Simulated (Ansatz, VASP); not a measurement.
# Ge: VASP beside Ansatz

Contents of INCAR:

```
ALGO     = Normal         # electronic algorithm
EDIFF    = 1E-6           # SCF threshold, eV
ENCUT    = 520            # plane-wave cutoff, eV
GGA      = PE             # functional
ISIF     = 2              # what is computed and relaxed
ISMEAR   = -1             # smearing method
LASPH    = T              # aspherical terms in the spheres
LCHARG   = F              # write CHGCAR
LREAL    = F              # projectors in reciprocal space
LWAVE    = F              # write WAVECAR
NBANDS   = 21             # bands
NELM     = 60             # most SCF steps
PREC     = Accurate       # precision mode
SIGMA    = 0.05           # smearing width, eV
```

Contents of KPOINTS:

```
k-points
0
Gamma
  4 4 4
```

File POSCAR:

```
Ge
1.0
    0.0000000000      2.8800000000      2.8800000000
    2.8800000000      0.0000000000      2.8800000000
    2.8800000000      2.8800000000      0.0000000000
Ge
2
Direct
    0.0060140653      0.0060140653      0.0060140653
    0.2500000000      0.2500000000      0.2500000000
```

Input for Ansatz:

```yaml
crystal:
  lattice:
    - [0.0, 2.88, 2.88]
    - [2.88, 0.0, 2.88]
    - [2.88, 2.88, 0.0]
  atoms:
    - { symbol: Ge, position: [0.0060140653, 0.0060140653, 0.0060140653] }
    - { symbol: Ge, position: [0.25, 0.25, 0.25] }
kpoints:
  mp_grid: { grid: [4, 4, 4] }
hamiltonian:
  xc: pbe
  pseudopotentials:
    kind: paw
    azcp:
      Ge: "pseudopotentials/pbe/paw/ansatz_paw_generated_hard_1/Ge.paw.azcp"
scf:
  occupations: { method: fermi_dirac, width: 0.05 }
  convergence: { dr2_threshold: "1e-10 eV" }
output:
  forces: true
  stress: true
  eigenvalues: true
```

Alike in both runs: task single point; functional PBE; k mesh 4 × 4 × 4; occupations fermi-dirac, width 0.05 eV; no spin polarisation.

```csv
,VASP,Ansatz
version,VASP 6.6.1,Ansatz 0.2.0 development build
potentials or method,"VASP PAW PBE potentials, release 64 (Ge_d)","plane waves, PAW datasets (generated hard set"
plane-wave cutoff (eV),520,700
valence electrons in the cell,28,28
```

|  | VASP | Ansatz | Ansatz less VASP |
| --- | --- | --- | --- |
| rms of the force components (eV/Å) | 0.305 | 0.305 | +0.0005 |

Atom by atom the forces differ by 0.000 eV/Å (rms over components). Ansatz's warnings: cutoff auto derived.

The k mesh is coarse, so the values compare programs but aren't converged.
